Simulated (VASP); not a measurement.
# PbS (P4/nmm) in VASP: notebook

The runs below take PbS through relaxation of cell and atoms, single point, with PBE.

Program: VASP 6.6.1. These are calculated values, not measurements. Logs are shortened: lines on timing, memory, paths and dates and some standing lists are left out, and cuts for length are marked.

**1. The cell of the first run**

It takes space group P4/nmm (No. 129, tetragonal). The conventional cell has a = 4.112 Å, b = 4.112 Å, c = 6.164 Å, α = 90.00°, β = 90.00°, γ = 90.00°. Pb (site symmetry 4mm) has 6 S at 2.92 to 3.10 Å within 3.8 Å. S (site symmetry 4mm) has 6 Pb at 2.92 to 3.10 Å within 3.8 Å.

**2. Relaxation of cell and atoms, PBE**

The input, INCAR:

```
SYSTEM = PbS
  ALGO = Normal
  EDIFF = 1E-7
  EDIFFG = -0.01
  ENCUT = 600
  GGA = PE
  IBRION = 2
  ISIF = 3
  ISMEAR = 0
  LASPH = .TRUE.
  LCHARG = .FALSE.
  LREAL = .FALSE.
  LWAVE = .FALSE.
  NELM = 100
  NSW = 100
  PREC = Accurate
  SIGMA = 0.02
```

The input, KPOINTS:

```
k-points
0
G
  8 8 6
  0 0 0
```

The input, POSCAR:

```
PbS
1.0
    4.1120510200      0.0000000000      0.0000000000
    0.0000000000      4.1120510200      0.0000000000
    0.0000000000      0.0000000000      6.1638632200
Pb S
2 2
Direct
    0.5000000000      0.0000000000      0.7736028000
    0.0000000000      0.5000000000      0.2263972000
    0.5000000000      0.0000000000      0.2701673200
    0.0000000000      0.5000000000      0.7298326800
```

Potentials or basis: VASP PAW PBE potentials, release 64 (Pb_d, S).

On the command line:

```
$ cat potpaw_PBE.64/Pb_d/POTCAR potpaw_PBE.64/S/POTCAR > POTCAR
$ mpirun -np 1 vasp_std > vasp.out
```

OUTCAR:

```text
SYSTEM = PbS
   EDIFF = 1E-7
   EDIFFG = -0.01
   ENCUT = 600
   GGA = PE
   IBRION = 2
   ISIF = 3
   ISMEAR = 0
   LASPH = .TRUE.
   LREAL = .FALSE.
   NELM = 100
   NSW = 100
   PREC = Accurate

 ion  position               nearest neighbor table
   1  0.500  0.000  0.774-   4 2.92   4 2.92   4 2.92   4 2.92   3 3.06   3 3.10   2 4.03   2 4.03
                             2 4.03   2 4.03
   2  0.000  0.500  0.226-   3 2.92   3 2.92   3 2.92   3 2.92   4 3.06   4 3.10   1 4.03   1 4.03
                             1 4.03   1 4.03
   3  0.500  0.000  0.270-   2 2.92   2 2.92   2 2.92   2 2.92   1 3.06   1 3.10
   4  0.000  0.500  0.730-   1 2.92   1 2.92   1 2.92   1 2.92   2 3.06   2 3.10

  LATTYP: Found a simple tetragonal cell.
 ALAT       =     4.1120510200
 C/A-ratio  =     1.4989753751

  Lattice vectors:

 A1 = (   4.1120510200,   0.0000000000,   0.0000000000)
 A2 = (   0.0000000000,   4.1120510200,   0.0000000000)
 A3 = (   0.0000000000,   0.0000000000,   6.1638632200)

Analysis of symmetry for initial positions (statically):
=====================================================================
 Subroutine PRICEL returns:
 Original cell was already a primitive cell.

 Routine SETGRP: Setting up the symmetry group for a
 simple tetragonal supercell.

 Subroutine GETGRP returns: Found 16 space group operations
 (whereof  8 operations were pure point group operations)
 out of a pool of 16 trial point group operations.

The static configuration has the point symmetry D_2d.
 The point group associated with its full space group is D_4h.

Analysis of symmetry for dynamics (positions and initial velocities):
=====================================================================
 Subroutine PRICEL returns:
 Original cell was already a primitive cell.

 Routine SETGRP: Setting up the symmetry group for a
 simple tetragonal supercell.

 Subroutine GETGRP returns: Found 16 space group operations
 (whereof  8 operations were pure point group operations)
 out of a pool of 16 trial point group operations.

The dynamic configuration has the point symmetry D_2d.
 The point group associated with its full space group is D_4h.

 Subroutine INISYM returns: Found 16 space group operations
 (whereof  8 operations are pure point group operations),
 and found     1 'primitive' translations

----------------------------------------------------------------------------------------

                                     Primitive cell
[... 112 lines left out ...]
   IALGO  =     38    algorithm
   IMIX   =      4    mixing-type and parameters
     AMIX     =   0.40;   BMIX     =  1.00
     AMIX_MAG =   1.60;   BMIX_MAG =  1.00
  volume/ion in A,a.u.               =      26.06       175.84
  Fermi-wavevector in a.u.,A,eV,Ry     =   1.189702  2.248211 19.257559  1.415391
  Thomas-Fermi vector in A             =   2.325803
   LORBIT       =      0    0 simple, 1 ext, 2 COOP (PROOUT), +10 PAW based schemes
   GGA     = PE    functional components
   LHFCALC =     F    Hartree Fock is set to
   AEXX    =    0.0000 exact exchange contribution
   IVDW    =     0    specifies the selected vdW correction
   LEPSILON=     F    determine dielectric tensor
   LRPA    =     F    only Hartree local field effects (RPA)
 conjugate gradient relaxation of ions
 non-spin polarized calculation
 Gauss-broadening in eV      SIGMA  =   0.02
  energy-cutoff  :      600.00
  volume of cell :      104.22
 maximum number of plane-waves:      3516
 NGX is ok and might be reduce to    36
   NGX = 17   NGY = 17   NGZ = 25

--------------------------------------- Ionic step        1  -------------------------------------------

 number of electron      40.0000009 magnetization

 Free energy of the ion-electron system (eV)
  ---------------------------------------------------
  ext. energy  EPLUGINS =         0.00000000
  ---------------------------------------------------
  free energy    TOTEN  =       -17.35906129 eV

  energy without entropy =      -17.35906129  energy(sigma->0) =      -17.35906129

------------------------ aborting loop because EDIFF is reached ----------------------------------------

  FORCE on cell =-STRESS in cart. coord.  units (eV):
  Direction    XX          YY          ZZ          XY          YZ          ZX
  --------------------------------------------------------------------------------------
  -------------------------------------------------------------------------------------
  Total        2.8881297      2.8881297     -0.9842800      0.0000000     -0.0000000      0.0000000
  in kB       44.3973744     44.3973744    -15.1307079      0.0000000     -0.0000000      0.0000000
  external PRESSURE =      24.5546803 kB  Pullay stress =       0.0000000 kB
[... 95 lines left out ...]
  FREE ENERGIE OF THE ION-ELECTRON SYSTEM (eV)
  ---------------------------------------------------
  free  energy   TOTEN  =       -17.4614836958 eV

  energy  without entropy=      -17.4614836958  energy(sigma->0) =      -17.46148370

[... ionic steps 4 to 16 ...]

--------------------------------------- Ionic step       17  -------------------------------------------

 number of electron      39.9999998 magnetization

------------------------ aborting loop because EDIFF is reached ----------------------------------------
[... 71 lines left out ...]
--------------------------------------- Ionic step       19  -------------------------------------------

 number of electron      39.9999998 magnetization

 Free energy of the ion-electron system (eV)
  ---------------------------------------------------
  ext. energy  EPLUGINS =         0.00000000
  ---------------------------------------------------
  free energy    TOTEN  =       -17.53850249 eV

  energy without entropy =      -17.53850249  energy(sigma->0) =      -17.53850249

 E-fermi :   5.4324     XC(G=0):  -9.5020

 val. band max:        5.2864140742   @ k =   0.5000   0.0000   0.5000
 cond. band min:       5.7845206384   @ k =   0.5000   0.0000   0.5000
 fundamental gap:      0.4981065643
 Fermi energy:         5.4323683704

 k-point     1 :       0.0000    0.0000    0.0000
  band No.  band energies     occupation
      1     -11.5503      2.00000
      2     -11.4633      2.00000
      3     -11.4421      2.00000
      4     -11.4421      2.00000
      5     -11.4418      2.00000
      6     -11.4249      2.00000
[... 637 lines left out ...]
     23       8.4564      0.00000
     24       8.4564      0.00000

 [... further k-points ...]
[... 5 lines left out ...]
  --------------------------------------------------------------------------------------
  -------------------------------------------------------------------------------------
  Total       -0.0073119     -0.0073119     -0.0002059      0.0000000      0.0000000     -0.0000000
  in kB       -0.1080314     -0.1080314     -0.0030419      0.0000000      0.0000000     -0.0000000
  external PRESSURE =      -0.0730349 kB  Pullay stress =       0.0000000 kB
[... 19 lines left out ...]
  FREE ENERGIE OF THE ION-ELECTRON SYSTEM (eV)
  ---------------------------------------------------
  free  energy   TOTEN  =       -17.5385024912 eV

  energy  without entropy=      -17.5385024912  energy(sigma->0) =      -17.53850249

 reached required accuracy - stopping structural energy minimisation
```

OSZICAR:

```text
N       E                     dE             d eps       ncg     rms          rms(c)
DAV:   1     0.432615375556E+03    0.43262E+03   -0.20993E+04  2880   0.200E+03
DAV:   2     0.324461900360E+02   -0.40017E+03   -0.39517E+03  2920   0.479E+02
[... 179 lines left out ...]
DAV:   2    -0.175385669237E+02   -0.10599E-02   -0.11916E-02  4440   0.105E+00    0.423E-02
DAV:   3    -0.175385246557E+02    0.42268E-04   -0.16287E-04  3376   0.105E-01    0.290E-02
DAV:   4    -0.175385026809E+02    0.21975E-04   -0.86935E-05  4048   0.839E-02    0.828E-03
DAV:   5    -0.175385025016E+02    0.17928E-06   -0.15356E-05  3448   0.300E-02    0.855E-03
DAV:   6    -0.175385026405E+02   -0.13888E-06   -0.12442E-06  3560   0.862E-03    0.511E-03
DAV:   7    -0.175385025231E+02    0.11741E-06   -0.24366E-07  2400   0.552E-03    0.813E-04
DAV:   8    -0.175385024912E+02    0.31874E-07   -0.13092E-07  2200   0.232E-03
  19 F= -.17538502E+02 E0= -.17538502E+02  d E =-.197013E-03
```

Wall time 18 min (1 thread of Intel Xeon Platinum 8488C (Sapphire Rapids), shared host); peak memory 0.35 GiB.

What came out:

```yaml
Free_energy: -17.5385 eV
Relaxed_volume: 27.11 Å³/atom
Relaxed_cell: a = 4.248 Å, b = 4.248 Å, c = 6.009 Å, α = 90.00°, β = 90.00°, γ = 90.00°
Space_group_after_relaxing_to_0.05_Å: Fm-3m (No. 225)
Energy_gained_by_relaxing: 44.9 meV/atom
Ionic_steps: 19
Pressure_after_relaxing: 0.0 GPa
Band_gap_on_the_k_mesh: 0.50 eV, direct
```

Step by step:
```csv
step,energy change (eV),largest force (eV/Å),pressure (GPa),volume (Å³)
1,0.0000,0.3181,2.46,104.22
2,-0.1023,0.3233,-1.01,110.29
3,-0.1024,0.3242,-0.90,110.03
4,-0.1265,0.2931,-0.18,108.53
5,-0.1311,0.2686,0.38,107.51
6,-0.1524,0.1933,0.38,107.56
7,-0.1781,0.0232,0.38,107.68
8,-0.1782,0.0170,0.38,107.68
9,-0.1776,0.0108,-0.49,109.46
10,-0.1791,0.0142,-0.01,108.47
11,-0.1791,0.0143,0.00,108.45
12,-0.1791,0.0134,0.00,108.44
13,-0.1792,0.0110,0.01,108.42
14,-0.1792,0.0060,0.02,108.38
15,-0.1792,0.0099,0.01,108.41
16,-0.1793,0.0092,0.01,108.41
17,-0.1793,0.0079,0.01,108.42
18,-0.1794,0.0056,0.00,108.42
19,-0.1794,0.0011,-0.01,108.44
```

Final structure:
```yaml
crystal:
  lattice:
    - [4.24797, 0.00000, 0.00000]
    - [0.00000, 4.24797, 0.00000]
    - [0.00000, 0.00000, 6.00936]
  atoms:
    - { symbol: Pb, position: [0.50000, 0.00000, 0.74998] }
    - { symbol: Pb, position: [0.00000, 0.50000, 0.25002] }
    - { symbol: S, position: [0.50000, 0.00000, 0.25017] }
    - { symbol: S, position: [0.00000, 0.50000, 0.74983] }
```

Caveat: spin-orbit coupling is left out, which moves the levels of the heavy elements. A k mesh can miss the band edges.

[end of part 1 of 2]
